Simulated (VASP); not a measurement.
# CaSiH6 (P-1) in VASP: single point with PBEsol

Aim: the single point of CaSiH6 with PBEsol.

Everything below comes from runs of VASP 6.6.1. Logs are shortened: lines on timing, memory, paths and dates and some standing lists are left out, and cuts for length are marked.

## Step 1: The cell of the first run

The typed cell holds 8 atoms: a = 4.296 Å, b = 5.592 Å, c = 5.297 Å, α = 47.33°, β = 47.89°, γ = 55.14°.

## Step 2: Single point, PBEsol

INCAR reads:

```
SYSTEM = CaSiH6
  PREC = Accurate
  ENCUT = 520
  EDIFF = 1E-7
  ISMEAR = -1
  SIGMA = 0.05
  LREAL = .FALSE.
  LASPH = .TRUE.
  NELM = 100
  ALGO = Normal
  ISIF = 2
  LWAVE = .FALSE.
  LCHARG = .TRUE.
  GGA = PS
  LELF = .TRUE.
  LVHAR = .TRUE.
  NBANDS = 20
```

KPOINTS reads:

```
regular mesh
0
G
  6 6 6
  0 0 0
```

POSCAR reads:

```
CaSiH6
1.0
    1.6255252058      0.6954619843      3.9154903289
   -3.0363174519      0.9368805481      4.6014459521
   -0.4969137610     -2.6306655608      4.5711053918
Ca Si H
1 1 6
Direct
    0.5068788663      0.4863814334      0.5044108146
    0.0068794358     -0.0136175820      0.0044109002
    0.5200879711      1.0769048579      0.1130034561
    1.1405411200      0.2374302866      0.5526885114
    0.9046303435      0.2835584133      0.0572455156
   -0.1267819155      0.7353379555      0.4561319531
    0.4936703097     -0.1041370725      0.8958176203
    0.1091299471      0.6892101415      0.9515748001
```

Potentials or basis: VASP PAW PBE potentials, release 64 (Ca_sv, Si, H).

The run is started by

```
$ cat potpaw_PBE.64/Ca_sv/POTCAR potpaw_PBE.64/Si/POTCAR potpaw_PBE.64/H/POTCAR > POTCAR
$ mpirun -np 1 vasp_std > vasp.out
```

OUTCAR:

```text
SYSTEM = CaSiH6
   PREC = Accurate
   ENCUT = 520
   EDIFF = 1E-7
   ISMEAR = -1
   LREAL = .FALSE.
   LASPH = .TRUE.
   NELM = 100
   ISIF = 2
   GGA = PS

 ion  position               nearest neighbor table
   1  0.507  0.486  0.504-   2 2.94   2 2.94
   2  0.007  0.986  0.004-   7 1.59   3 1.59   6 1.60   4 1.60   8 1.63   5 1.63   1 2.94   1 2.94

   3  0.520  0.077  0.113-   2 1.59
   4  0.141  0.237  0.553-   2 1.60
   5  0.905  0.284  0.057-   2 1.63
   6  0.873  0.735  0.456-   2 1.60
   7  0.494  0.896  0.896-   2 1.59
   8  0.109  0.689  0.952-   2 1.63

  LATTYP: Found a triclinic cell.
 ALAT       =     4.2961685351
 B/A-ratio  =     1.4847794247
 C/A-ratio  =     2.5037051108
 COS(alpha) =     0.0265349460
 COS(beta)  =     0.6635201860
 COS(gamma) =     0.7292566800

  Lattice vectors:

 A1 = (  -1.6255252058,  -0.6954619843,  -3.9154903289)
 A2 = (  -4.1649288967,   2.8720841246,  -3.8851497686)
 A3 = (   3.9501959370,  -5.1998886413,  -8.5472768413)

Analysis of symmetry for initial positions (statically):
=====================================================================
 Subroutine PRICEL returns:
 Original cell was already a primitive cell.

 Routine SETGRP: Setting up the symmetry group for a
 triclinic supercell.

 Subroutine GETGRP returns: Found  2 space group operations
 (whereof  1 operations were pure point group operations)
 out of a pool of  2 trial point group operations.

The static configuration has the point symmetry C_1 .
 The point group associated with its full space group is S_2 .

Analysis of symmetry for dynamics (positions and initial velocities):
=====================================================================
 Subroutine PRICEL returns:
 Original cell was already a primitive cell.

 Routine SETGRP: Setting up the symmetry group for a
 triclinic supercell.

 Subroutine GETGRP returns: Found  2 space group operations
 (whereof  1 operations were pure point group operations)
 out of a pool of  2 trial point group operations.

The dynamic configuration has the point symmetry C_1 .
 The point group associated with its full space group is S_2 .

 Subroutine INISYM returns: Found  2 space group operations
 (whereof  1 operations are pure point group operations),
 and found     1 'primitive' translations

----------------------------------------------------------------------------------------

                                     Primitive cell

  volume of cell :      67.7985

  direct lattice vectors                    reciprocal lattice vectors
     1.625525206  0.695461984  3.915490329     0.241707966  0.170989032  0.124679464
    -3.036317452  0.936880548  4.601445952    -0.198815156  0.138293675  0.057975128
    -0.496913761 -2.630665561  4.571105392    -0.006905990 -0.285676365  0.053608334

  length of vectors
     4.296168535  5.591982983  5.297388893     0.321255286  0.249025545  0.290744788

  position of ions in fractional coordinates (direct lattice)
     0.506878866  0.486381433  0.504410815
     0.006879436  0.986382418  0.004410900
     0.520087971  0.076904858  0.113003456
     0.140541120  0.237430287  0.552688511
     0.904630344  0.283558413  0.057245516
     0.873218085  0.735337956  0.456131953
     0.493670310  0.895862927  0.895817620
     0.109129947  0.689210141  0.951574800

  ion indices of the primitive-cell ions
   primitive index   ion index
                 1           1
                 2           2
                 3           3
                 4           4
                 5           5
                 6           6
                 7           7
                 8           8

----------------------------------------------------------------------------------------

 KPOINTS: regular mesh

Automatic generation of k-mesh.
 Grid dimensions read from file:
 generate k-points for:    6    6    6

 Generating k-lattice:

  Cartesian coordinates                     Fractional coordinates (reciprocal lattice)
     0.040284661  0.028498172  0.020779911     0.166666667  0.000000000  0.000000000
    -0.033135859  0.023048946  0.009662521     0.000000000  0.166666667 -0.000000000
    -0.001150998 -0.047612727  0.008934722    -0.000000000 -0.000000000  0.166666667

  Length of vectors
     0.053542548  0.041504258  0.048457465

  Shift w.r.t. Gamma in fractional coordinates (k-lattice)
     0.000000000  0.000000000  0.000000000

 Subroutine IBZKPT returns following result:
 ===========================================

 Found    112 irreducible k-points:

 Following reciprocal coordinates:
            Coordinates               Weight
  0.000000  0.000000  0.000000      1.000000
  0.166667  0.000000  0.000000      2.000000
  0.333333 -0.000000 -0.000000      2.000000
  0.500000 -0.000000 -0.000000      1.000000
  0.000000  0.166667 -0.000000      2.000000
  0.166667  0.166667 -0.000000      2.000000
[... 16 lines left out ...]
  0.333333  0.000000  0.166667      2.000000
  0.500000  0.000000  0.166667      2.000000
 [... further k-points ...]
   k-points           NKPTS =    112   k-points in BZ     NKDIM =    112   number of bands    NBANDS=     20
   number of dos      NEDOS =    301   number of ions     NIONS =      8
   total plane-waves  NPLWV =  53760
   dimension x,y,z NGX =    32 NGY =   42 NGZ =   40
   dimension x,y,z NGXF=    64 NGYF=   84 NGZF=   80
   ions per type =               1   1   6
   NGX,Y,Z   is equivalent  to a cutoff of  12.38, 12.49, 12.55 a.u.
   NGXF,Y,Z  is equivalent  to a cutoff of  24.77, 24.97, 25.11 a.u.
 SYSTEM =  CaSiH6
   PREC   = accura    normal or accurate (medium, high low for compatibility)
   ISTART =      0    job   : 0-new  1-cont  2-samecut
   ICHARG =      2    charge: 1-file 2-atom 10-const
   ISPIN  =      1    spin polarized calculation?
   LNONCOLLINEAR =      F non collinear calculations
   LSORBIT =      F    spin-orbit coupling
   LASPH  =      T    aspherical Exc in radial PAW
   ENCUT  =  520.0 eV  38.22 Ry    6.18 a.u.   7.99 10.40  9.85*2*pi/ulx,y,z
   NELM   =    100;   NELMIN=  2; NELMDL= -5     # of ELM steps
   EDIFF  = 0.1E-06   stopping-criterion for ELM
   LREAL  =      F    real-space projection
   EDIFFG = 0.1E-05   stopping-criterion for IOM
   NSW    =      0    number of steps for IOM
   IBRION =     -1    ionic relax: 0-MD 1-quasi-New 2-CG
   NFREE  =      0    steps in history (QN), initial steepest desc. (CG)
   ISIF   =      2    stress and relaxation
   ISYM   =      2    0-nonsym 1-usesym 2-fastsym
   POTIM  = 0.5000    time-step for ionic-motion
   TEBEG  =    0.0;   TEEND  =   0.0 temperature during run
   PSTRESS=    0.0 pullay stress
   NELECT =      20.0000    total number of electrons
   NUPDOWN=      -1.0000    fix difference up-down
   EMIN   =  10.00;   EMAX   =-10.00  energy-range for DOS
   EFERMI =   0.00;   METHOD = LEGACY
   ISMEAR =    -1;   SIGMA  =   0.05  broadening in eV -4-tet -1-fermi 0-gaus
   EFERMI_NEDOS =   21; number of points for ismear=-14 and -15
   IALGO  =     38    algorithm
   IMIX   =      4    mixing-type and parameters
     AMIX     =   0.40;   BMIX     =  1.00
     AMIX_MAG =   1.60;   BMIX_MAG =  1.00
  volume/ion in A,a.u.               =       8.47        57.19
  Fermi-wavevector in a.u.,A,eV,Ry     =   1.089795  2.059414 16.158996  1.187653
  Thomas-Fermi vector in A             =   2.226006
   LORBIT       =      0    0 simple, 1 ext, 2 COOP (PROOUT), +10 PAW based schemes
   GGA     = PS    functional components
   LHFCALC =     F    Hartree Fock is set to
   AEXX    =    0.0000 exact exchange contribution
   IVDW    =     0    specifies the selected vdW correction
   LEPSILON=     F    determine dielectric tensor
   LRPA    =     F    only Hartree local field effects (RPA)
 non-spin polarized calculation
  energy-cutoff  :      520.00
  volume of cell :       67.80
 maximum number of plane-waves:      1843
   NGX = 15   NGY = 21   NGZ = 19

 number of electron      20.0000000 magnetization

 Free energy of the ion-electron system (eV)
  ---------------------------------------------------
  ext. energy  EPLUGINS =         0.00000000
  ---------------------------------------------------
  free energy    TOTEN  =       -29.04718609 eV

  energy without entropy =      -29.04718604  energy(sigma->0) =      -29.04718607

 E-fermi :   3.4091     XC(G=0):  -9.4948

 val. band max:        2.7486521047   @ k =   0.5000   0.0000   0.5000
 cond. band min:       4.0318843628   @ k =   0.0000   0.0000   0.0000
 fundamental gap:      1.2832322582
 Fermi energy:         3.4091000943

 k-point     1 :       0.0000    0.0000    0.0000
  band No.  band energies     occupation
      1     -37.5832      2.00000
      2     -18.7436      2.00000
      3     -18.6911      2.00000
      4     -18.6436      2.00000
      5      -8.3163      2.00000
      6      -1.3690      2.00000
[... 12 lines left out ...]
     19      10.4718      0.00000
     20      11.4047      0.00000

 k-point     2 :       0.1667    0.0000    0.0000
  band No.  band energies     occupation
      1     -37.5815      2.00000
      2     -18.7449      2.00000
      3     -18.7016      2.00000
      4     -18.6642      2.00000
      5      -7.9874      2.00000
      6      -1.9465      2.00000
[... 12 lines left out ...]
     19      11.0405      0.00000
     20      11.5141      0.00000

 k-point     3 :       0.3333   -0.0000   -0.0000
  band No.  band energies     occupation
      1     -37.5781      2.00000
      2     -18.7563      2.00000
      3     -18.7217      2.00000
      4     -18.6954      2.00000
      5      -7.1448      2.00000
      6      -2.9249      2.00000
[... 12 lines left out ...]
     19      10.4622      0.00000
     20      11.5353      0.00000

 k-point     4 :       0.5000   -0.0000   -0.0000
  band No.  band energies     occupation
      1     -37.5764      2.00000
      2     -18.7684      2.00000
      3     -18.7323      2.00000
      4     -18.7032      2.00000
      5      -6.5007      2.00000
      6      -3.7441      2.00000
[... 12 lines left out ...]
     19      10.4474      0.00000
     20      11.8590      0.00000

 k-point     5 :       0.0000    0.1667   -0.0000
  band No.  band energies     occupation
      1     -37.5827      2.00000
      2     -18.7543      2.00000
      3     -18.6938      2.00000
      4     -18.6454      2.00000
      5      -8.1173      2.00000
      6      -2.1964      2.00000
[... 12 lines left out ...]
     19      10.5536      0.00000
     20      11.5773      0.00000
[... 353 lines left out ...]
      6      -1.6834      2.00000
[... 12 lines left out ...]
     19      11.2073      0.00000
     20      11.4848      0.00000

 k-point    22 :       0.1667    0.0000    0.1667
  band No.  band energies     occupation
      1     -37.5822      2.00000
      2     -18.7528      2.00000
      3     -18.7070      2.00000
      4     -18.6448      2.00000
      5      -8.0097      2.00000
      6      -2.1152      2.00000
[... 12 lines left out ...]
     19      10.3327      0.00000
     20      11.0230      0.00000

 k-point    23 :       0.3333    0.0000    0.1667
  band No.  band energies     occupation
      1     -37.5799      2.00000
      2     -18.7608      2.00000
      3     -18.7246      2.00000
      4     -18.6645      2.00000
      5      -7.4255      2.00000
      6      -2.9690      2.00000
[... 12 lines left out ...]
     19      10.1189      0.00000
     20      12.2246      0.00000

 k-point    24 :       0.5000    0.0000    0.1667
  band No.  band energies     occupation
      1     -37.5771      2.00000
      2     -18.7672      2.00000
      3     -18.7283      2.00000
      4     -18.7015      2.00000
      5      -6.6619      2.00000
      6      -3.4650      2.00000
[... 12 lines left out ...]
     19      11.1186      0.00000
     20      11.9814      0.00000

 [... further k-points ...]

------------------------ aborting loop because EDIFF is reached ----------------------------------------

  FORCE on cell =-STRESS in cart. coord.  units (eV):
  Direction    XX          YY          ZZ          XY          YZ          ZX
  --------------------------------------------------------------------------------------
  -------------------------------------------------------------------------------------
  Total       -0.0269995      0.0035862      0.0039426     -0.0104096      0.0193404      0.0088742
  in kB       -0.6380380      0.0847477      0.0931698     -0.2459938      0.4570409      0.2097102
  external PRESSURE =      -0.1533735 kB  Pullay stress =       0.0000000 kB

 VOLUME and BASIS-vectors are now :
 -----------------------------------------------------------------------------
  energy-cutoff  :      520.00
  volume of cell :       67.80
      direct lattice vectors                 reciprocal lattice vectors
     1.625525206  0.695461984  3.915490329     0.241707966  0.170989032  0.124679464
    -3.036317452  0.936880548  4.601445952    -0.198815156  0.138293675  0.057975128
    -0.496913761 -2.630665561  4.571105392    -0.006905990 -0.285676365  0.053608334

 POSITION                                       TOTAL-FORCE (eV/Angst)
 -----------------------------------------------------------------------------------
     -0.90351     -0.51874      6.52845        -0.000000      0.000000     -0.000000
     -2.98598      0.91730      4.58588        -0.000000      0.000000      0.000000
      0.55576      0.13648      2.90682        -0.001172     -0.001615      0.002615
     -0.76710     -1.13375      4.16921         0.003936     -0.002347     -0.000946
      0.58108      0.74420      5.10853         0.002154     -0.003863     -0.005255
     -1.03994      0.09628      8.88772        -0.003936      0.002347      0.000946
     -2.36279     -1.17395     10.15010         0.001172      0.001615     -0.002615
     -2.38812     -1.78167      7.94841        -0.002154      0.003863      0.005255
 -----------------------------------------------------------------------------------
    total drift:                                0.001948     -0.000783     -0.003374

  FREE ENERGIE OF THE ION-ELECTRON SYSTEM (eV)
  ---------------------------------------------------
  free  energy   TOTEN  =       -29.0471860914 eV

  energy  without entropy=      -29.0471860398  energy(sigma->0) =      -29.04718607
```

Wall time 3.6 min (1 thread of Oxide Virtual Turin-like, shared host); peak memory 0.28 GiB.

What came out:

| Quantity | Value |
| --- | --- |
| Free energy | -29.0472 eV |
| Pressure | 0.0 GPa |
| Largest force | 0.007 eV/Å |
| Band gap on the k mesh | 1.28 eV (least direct gap 2.57 eV) |

Forces in eV/Å, atoms in the order of the input:
```
Ca   0.000  0.000  0.000
Si   0.000  0.000  0.000
H   -0.001 -0.002  0.003
H    0.004 -0.002 -0.001
H    0.002 -0.004 -0.005
H   -0.004  0.002  0.001
H    0.001  0.002 -0.003
H   -0.002  0.004  0.005
```

Caveat: the PAW data sets were made with another functional, which shifts forces and pressure a little.
